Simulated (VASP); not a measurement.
# SnO2 (rutile type) (P4_2/mnm) in VASP: relaxation of shape and atoms at fixed volume with r2SCAN

Aim: the relaxation of shape and atoms at fixed volume of SnO2 (rutile type) with r2SCAN.

Everything below comes from runs of VASP 6.6.1. Logs are shortened: lines on timing, memory, paths and dates and some standing lists are left out, and cuts for length are marked.

## (1) The cell of the first run

The structure is tetragonal, space group P4_2/mnm (No. 136). Conventional cell: a = 4.419 Å, b = 4.419 Å, c = 2.971 Å, α = 90.00°, β = 90.00°, γ = 90.00°. Within 2.5 Å of Sn (site symmetry mmm) lie 6 O at 1.91 to 1.92 Å. Within 2.5 Å of O (site symmetry m2m) lie 3 Sn at 1.91 to 1.92 Å and 1 O at 2.43 Å.

## (2) Relaxation of shape and atoms at fixed volume, r2SCAN

POSCAR

```
SnO2
1.0
    4.4187541469      0.0000000000      0.0000000000
    0.0000000000      4.4187541469      0.0000000000
    0.0000000000      0.0000000000      2.9713106034
Sn O
2 4
Direct
    0.0000000000      0.0000000000      0.0000000000
    0.5000000000      0.5000000000      0.5000000000
    0.3059052378      0.3059052378      0.0000000000
    0.6940947622      0.6940947622      0.0000000000
    0.8059052378      0.1940947622      0.5000000000
    0.1940947622      0.8059052378      0.5000000000
```

INCAR.step1

```
PREC = Accurate
ENCUT = 600
ISMEAR = -1
SIGMA = 0.05
LREAL = F
LASPH = T
NELM = 100
GGA = PE
ALGO = Normal
EDIFF = 1E-4
LWAVE = T
LCHARG = F
```

INCAR.step2

```
PREC = Accurate
ENCUT = 600
EDIFF = 1E-6
ISMEAR = -1
SIGMA = 0.05
LREAL = F
LASPH = T
NELM = 100
ALGO = Normal
ISIF = 4
LWAVE = F
LCHARG = F
METAGGA = R2SCAN
LMIXTAU = T
IBRION = 2
NSW = 50
EDIFFG = -0.005
ISTART = 1
```

KPOINTS

```
Automatic mesh
0
Gamma
  7 7 10
```

Potentials or basis: VASP PAW PBE potentials, release 64 (Sn_d, O).

The run is started by

```console
$ cat potpaw_PBE.64/Sn_d/POTCAR potpaw_PBE.64/O/POTCAR > POTCAR
$ cp INCAR.step1 INCAR
$ mpirun -np 1 vasp_std > vasp.out
$ cp INCAR.step2 INCAR
$ mpirun -np 1 vasp_std > vasp.out
```

OUTCAR:

```text
PREC = Accurate
   ENCUT = 600
   EDIFF = 1E-6
   ISMEAR = -1
   LREAL = F
   LASPH = T
   NELM = 100
   ISIF = 4
   METAGGA = R2SCAN
   IBRION = 2
   NSW = 50
   EDIFFG = -0.005
   ISTART = 1

 ion  position               nearest neighbor table
   1  0.000  0.000  0.000-   3 1.91   4 1.91   5 1.92   6 1.92   5 1.92   6 1.92   2 3.46   2 3.46
                             2 3.46   2 3.46   2 3.46   2 3.46   2 3.46   2 3.46
   2  0.500  0.500  0.500-   5 1.91   6 1.91   3 1.92   4 1.92   3 1.92   4 1.92   1 3.46   1 3.46
                             1 3.46   1 3.46   1 3.46   1 3.46   1 3.46   1 3.46
   3  0.306  0.306  0.000-   1 1.91   2 1.92   2 1.92
   4  0.694  0.694  0.000-   1 1.91   2 1.92   2 1.92
   5  0.806  0.194  0.500-   2 1.91   1 1.92   1 1.92
   6  0.194  0.806  0.500-   2 1.91   1 1.92   1 1.92

  LATTYP: Found a simple tetragonal cell.
 ALAT       =     4.4187541469
 C/A-ratio  =     0.6724317544

  Lattice vectors:

 A1 = (   4.4187541469,   0.0000000000,   0.0000000000)
 A2 = (   0.0000000000,   4.4187541469,   0.0000000000)
 A3 = (   0.0000000000,   0.0000000000,   2.9713106034)

Analysis of symmetry for initial positions (statically):
=====================================================================
 Subroutine PRICEL returns:
 Original cell was already a primitive cell.

 Routine SETGRP: Setting up the symmetry group for a
 simple tetragonal supercell.

 Subroutine GETGRP returns: Found 16 space group operations
 (whereof  8 operations were pure point group operations)
 out of a pool of 16 trial point group operations.

The static configuration has the point symmetry D_2h.
 The point group associated with its full space group is D_4h.

Analysis of symmetry for dynamics (positions and initial velocities):
=====================================================================
 Subroutine PRICEL returns:
 Original cell was already a primitive cell.

 Routine SETGRP: Setting up the symmetry group for a
 simple tetragonal supercell.

 Subroutine GETGRP returns: Found 16 space group operations
 (whereof  8 operations were pure point group operations)
 out of a pool of 16 trial point group operations.

The dynamic configuration has the point symmetry D_2h.
 The point group associated with its full space group is D_4h.

 Subroutine INISYM returns: Found 16 space group operations
 (whereof  8 operations are pure point group operations),
 and found     1 'primitive' translations

----------------------------------------------------------------------------------------

                                     Primitive cell

  volume of cell :      58.0160

  direct lattice vectors                    reciprocal lattice vectors
     4.418754147  0.000000000  0.000000000     0.226308133  0.000000000  0.000000000
     0.000000000  4.418754147  0.000000000     0.000000000  0.226308133  0.000000000
     0.000000000  0.000000000  2.971310603     0.000000000  0.000000000  0.336551823

  length of vectors
     4.418754147  4.418754147  2.971310603     0.226308133  0.226308133  0.336551823

  position of ions in fractional coordinates (direct lattice)
     0.000000000  0.000000000  0.000000000
     0.500000000  0.500000000  0.500000000
     0.305905238  0.305905238  0.000000000
     0.694094762  0.694094762  0.000000000
     0.805905238  0.194094762  0.500000000
     0.194094762  0.805905238  0.500000000

  ion indices of the primitive-cell ions
   primitive index   ion index
                 1           1
                 2           2
                 3           3
                 4           4
                 5           5
                 6           6

----------------------------------------------------------------------------------------

 KPOINTS: Automatic mesh

Automatic generation of k-mesh.
 Grid dimensions read from file:
 generate k-points for:    7    7   10

 Generating k-lattice:

  Cartesian coordinates                     Fractional coordinates (reciprocal lattice)
     0.032329733  0.000000000  0.000000000     0.142857143  0.000000000  0.000000000
     0.000000000  0.032329733  0.000000000     0.000000000  0.142857143  0.000000000
     0.000000000  0.000000000  0.033655182     0.000000000  0.000000000  0.100000000

  Length of vectors
     0.032329733  0.032329733  0.033655182

  Shift w.r.t. Gamma in fractional coordinates (k-lattice)
     0.000000000  0.000000000  0.000000000

 Subroutine IBZKPT returns following result:
 ===========================================

 Found     60 irreducible k-points:

 Following reciprocal coordinates:
            Coordinates               Weight
  0.000000  0.000000  0.000000      1.000000
  0.142857  0.000000  0.000000      4.000000
  0.285714  0.000000  0.000000      4.000000
  0.428571  0.000000  0.000000      4.000000
  0.142857  0.142857  0.000000      4.000000
  0.285714  0.142857  0.000000      8.000000
[... 16 lines left out ...]
  0.285714  0.000000  0.200000      8.000000
  0.428571  0.000000  0.200000      8.000000
 [... further k-points ...]
   k-points           NKPTS =     60   k-points in BZ     NKDIM =     60   number of bands    NBANDS=     31
   number of dos      NEDOS =    301   number of ions     NIONS =      6
   total plane-waves  NPLWV =  31104
   dimension x,y,z NGX =    36 NGY =   36 NGZ =   24
   dimension x,y,z NGXF=    72 NGYF=   72 NGZF=   48
   ions per type =               2   4
   NGX,Y,Z   is equivalent  to a cutoff of  13.54, 13.54, 13.43 a.u.
   NGXF,Y,Z  is equivalent  to a cutoff of  27.09, 27.09, 26.86 a.u.
 SYSTEM =  unknown system
   PREC   = accura    normal or accurate (medium, high low for compatibility)
   ISTART =      1    job   : 0-new  1-cont  2-samecut
   ICHARG =      0    charge: 1-file 2-atom 10-const
   ISPIN  =      1    spin polarized calculation?
   LNONCOLLINEAR =      F non collinear calculations
   LSORBIT =      F    spin-orbit coupling
   LASPH  =      T    aspherical Exc in radial PAW
   ENCUT  =  600.0 eV  44.10 Ry    6.64 a.u.   8.83  8.83  5.93*2*pi/ulx,y,z
   NELM   =    100;   NELMIN=  2; NELMDL=  0     # of ELM steps
   EDIFF  = 0.1E-05   stopping-criterion for ELM
   LREAL  =      F    real-space projection
   EDIFFG = -.5E-02   stopping-criterion for IOM
   NSW    =     50    number of steps for IOM
   IBRION =      2    ionic relax: 0-MD 1-quasi-New 2-CG
   NFREE  =      1    steps in history (QN), initial steepest desc. (CG)
   ISIF   =      4    stress and relaxation
   ISYM   =      2    0-nonsym 1-usesym 2-fastsym
   POTIM  = 0.5000    time-step for ionic-motion
   TEBEG  =    0.0;   TEEND  =   0.0 temperature during run
   PSTRESS=    0.0 pullay stress
   NELECT =      52.0000    total number of electrons
   NUPDOWN=      -1.0000    fix difference up-down
   EMIN   =  10.00;   EMAX   =-10.00  energy-range for DOS
   EFERMI =   0.00;   METHOD = LEGACY
   ISMEAR =    -1;   SIGMA  =   0.05  broadening in eV -4-tet -1-fermi 0-gaus
   EFERMI_NEDOS =   21; number of points for ismear=-14 and -15
   IALGO  =     38    algorithm
   IMIX   =      4    mixing-type and parameters
     AMIX     =   0.40;   BMIX     =  1.00
     AMIX_MAG =   1.60;   BMIX_MAG =  1.00
  volume/ion in A,a.u.               =       9.67        65.25
  Fermi-wavevector in a.u.,A,eV,Ry     =   1.578435  2.982810 33.898331  2.491457
  Thomas-Fermi vector in A             =   2.678966
   LORBIT       =      0    0 simple, 1 ext, 2 COOP (PROOUT), +10 PAW based schemes
   METAGGA = R2SCAN    functional components
   LHFCALC =     F    Hartree Fock is set to
   AEXX    =    0.0000 exact exchange contribution
   IVDW    =     0    specifies the selected vdW correction
   LEPSILON=     F    determine dielectric tensor
   LRPA    =     F    only Hartree local field effects (RPA)
 conjugate gradient relaxation of ions
 non-spin polarized calculation
  energy-cutoff  :      600.00
  volume of cell :       58.02
 maximum number of plane-waves:      1964
 NGX is ok and might be reduce to    36
   NGX = 17   NGY = 17   NGZ = 11

--------------------------------------- Ionic step        1  -------------------------------------------

 number of electron      51.9999954 magnetization

 Free energy of the ion-electron system (eV)
  ---------------------------------------------------
  ext. energy  EPLUGINS =         0.00000000
  ---------------------------------------------------
  free energy    TOTEN  =       -81.47910335 eV

  energy without entropy =      -81.47910335  energy(sigma->0) =      -81.47910335

------------------------ aborting loop because EDIFF is reached ----------------------------------------

  FORCE on cell =-STRESS in cart. coord.  units (eV):
  Direction    XX          YY          ZZ          XY          YZ          ZX
  --------------------------------------------------------------------------------------
  -------------------------------------------------------------------------------------
  Total       27.4384508     27.4384508     35.6466316     -0.0000000      0.0000000      0.0000000
  in kB      757.7438819    757.7438819    984.4220884     -0.0000000      0.0000000      0.0000000
  external PRESSURE =     833.3032841 kB  Pullay stress =       0.0000000 kB
[... 101 lines left out ...]
  FREE ENERGIE OF THE ION-ELECTRON SYSTEM (eV)
  ---------------------------------------------------
  free  energy   TOTEN  =       -81.5905758887 eV

  energy  without entropy=      -81.5905758887  energy(sigma->0) =      -81.59057589

[... ionic steps 4 to 10 ...]

--------------------------------------- Ionic step       11  -------------------------------------------

 number of electron      52.0000006 magnetization

------------------------ aborting loop because EDIFF is reached ----------------------------------------

  FORCE on cell =-STRESS in cart. coord.  units (eV):
  Direction    XX          YY          ZZ          XY          YZ          ZX
  --------------------------------------------------------------------------------------
  -------------------------------------------------------------------------------------
  Total       28.8904322     28.8904322     28.8974682      0.0000000      0.0000000      0.0000000
  in kB      797.8419923    797.8419923    798.0362992      0.0000000      0.0000000      0.0000000
  external PRESSURE =     797.9067612 kB  Pullay stress =       0.0000000 kB
[... 65 lines left out ...]
  energy  without entropy=      -81.6179095765  energy(sigma->0) =      -81.61790958

--------------------------------------- Ionic step       13  -------------------------------------------

 number of electron      52.0000006 magnetization

 Free energy of the ion-electron system (eV)
  ---------------------------------------------------
  ext. energy  EPLUGINS =         0.00000000
  ---------------------------------------------------
  free energy    TOTEN  =       -81.61791261 eV

  energy without entropy =      -81.61791261  energy(sigma->0) =      -81.61791261

 E-fermi :   9.3947     XC(G=0): -13.3226

 val. band max:        8.3870868322   @ k =   0.0000   0.0000   0.0000
 cond. band min:      13.0771399404   @ k =   0.0000   0.0000   0.0000
 fundamental gap:      4.6900531082
 Fermi energy:         9.3946748095

 k-point     1 :       0.0000    0.0000    0.0000
  band No.  band energies     occupation
      1     -14.0021      2.00000
      2     -13.3464      2.00000
      3     -11.8936      2.00000
      4     -11.5631      2.00000
      5     -11.5631      2.00000
      6     -11.5225      2.00000
[... 805 lines left out ...]
     30      18.7344      0.00000
     31      21.4830      0.00000

 [... further k-points ...]
[... 5 lines left out ...]
  --------------------------------------------------------------------------------------
  -------------------------------------------------------------------------------------
  Total       28.8795458     28.8795458     28.9242656     -0.0000000      0.0000000      0.0000000
  in kB      797.5413539    797.5413539    798.7763415     -0.0000000      0.0000000      0.0000000
  external PRESSURE =     797.9530164 kB  Pullay stress =       0.0000000 kB
[... 21 lines left out ...]
  FREE ENERGIE OF THE ION-ELECTRON SYSTEM (eV)
  ---------------------------------------------------
  free  energy   TOTEN  =       -81.6179126059 eV

  energy  without entropy=      -81.6179126059  energy(sigma->0) =      -81.61791261

 reached required accuracy - stopping structural energy minimisation
```

Run time: 18 min. Hardware: 1 thread of Intel Xeon 6975P-C (Granite Rapids), shared host; peak memory 0.26 GiB.

What came out:

```
Free energy               : -81.6179 eV
Energy gained by relaxing : 23.1 meV/atom
Ionic steps               : 13
Pressure after relaxing   : 79.8 GPa
Band gap on the k mesh    : 4.69 eV, direct
```

Forces in eV/Å, atoms in the order of the input:
```
Sn   0.000  0.000  0.000
Sn   0.000  0.000  0.000
O    0.002  0.002  0.000
O   -0.002 -0.002  0.000
O    0.002 -0.002  0.000
O   -0.002  0.002  0.000
```

Step by step:
| step | energy change (eV) | largest force (eV/Å) | pressure (GPa) | volume (Å³) |
| --- | --- | --- | --- | --- |
| 1 | 0.0000 | 1.1171 | 83.33 | 58.02 |
| 2 | 0.2087 | 2.9668 | 80.63 | 58.02 |
| 3 | -0.1115 | 0.3456 | 80.86 | 58.02 |
| 4 | -0.1355 | 0.0953 | 80.21 | 58.02 |
| 5 | -0.1387 | 0.0455 | 79.82 | 58.02 |
| 6 | -0.1387 | 0.0391 | 79.84 | 58.02 |
| 7 | -0.1385 | 0.0827 | 79.71 | 58.02 |
| 8 | -0.1388 | 0.0059 | 79.79 | 58.02 |
| 9 | -0.1388 | 0.0072 | 79.79 | 58.02 |
| 10 | -0.1388 | 0.0144 | 79.79 | 58.02 |
| 11 | -0.1388 | 0.0094 | 79.79 | 58.02 |
| 12 | -0.1388 | 0.0135 | 79.79 | 58.02 |
| 13 | -0.1388 | 0.0023 | 79.80 | 58.02 |

Final structure:
```yaml
crystal:
  lattice:
    - [4.34645, 0.00000, 0.00000]
    - [0.00000, 4.34645, 0.00000]
    - [0.00000, 0.00000, 3.07099]
  atoms:
    - { symbol: Sn, position: [0.00000, 0.00000, 0.00000] }
    - { symbol: Sn, position: [0.50000, 0.50000, 0.50000] }
    - { symbol: O, position: [0.30561, 0.30561, 0.00000] }
    - { symbol: O, position: [0.69439, 0.69439, 0.00000] }
    - { symbol: O, position: [0.80561, 0.19439, 0.50000] }
    - { symbol: O, position: [0.19439, 0.80561, 0.50000] }
```

Caveat: the PAW data sets were made with another functional, which shifts forces and pressure a little; spin-orbit coupling is left out, which moves the levels of the heavy elements. r2SCAN opens gaps a little over a GGA but as a rule still falls short of measured ones.
